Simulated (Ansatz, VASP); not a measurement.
**Two plane-wave programs on BaTe**

```
Ba Te
1.0
     0.00000    3.53238    3.53238
     3.53238    0.00000    3.53238
     3.53238    3.53238    0.00000
Ba Te
1 1
Cartesian
  0.0000 0.0000 0.0000
  3.5324 3.5324 3.5324
```

Alike in both runs: task single point; functional r2SCANh; k mesh 4 × 4 × 4; no spin polarisation.

```csv
,VASP,Ansatz
version,VASP 6.6.1,Ansatz 0.2.0
potentials or method,"VASP PAW PBE potentials, release 64 (Ba_sv, Te)","plane waves, PAW"
plane-wave cutoff (eV),520,500
occupations,"gaussian, width 0.01 eV",fixed
valence electrons in the cell,16,26
```

Ansatz gave:

- gap on the k mesh at the Fermi level (eV): 2.48
- pressure (GPa): -0.1

Problem. Which values does VASP return?

Solution. gap on the k mesh at the Fermi level (eV): 2.43; pressure (GPa): 0.2.

VASP's potentials were made for PBE, not for r2SCANh. VASP's potentials hold 16 valence electrons a cell and Ansatz's 26, so a difference there can come from the potentials and not from the codes. Ansatz's warnings: stress exchange threshold loose, stress scf threshold loose.

Neither program's run includes spin-orbit coupling.
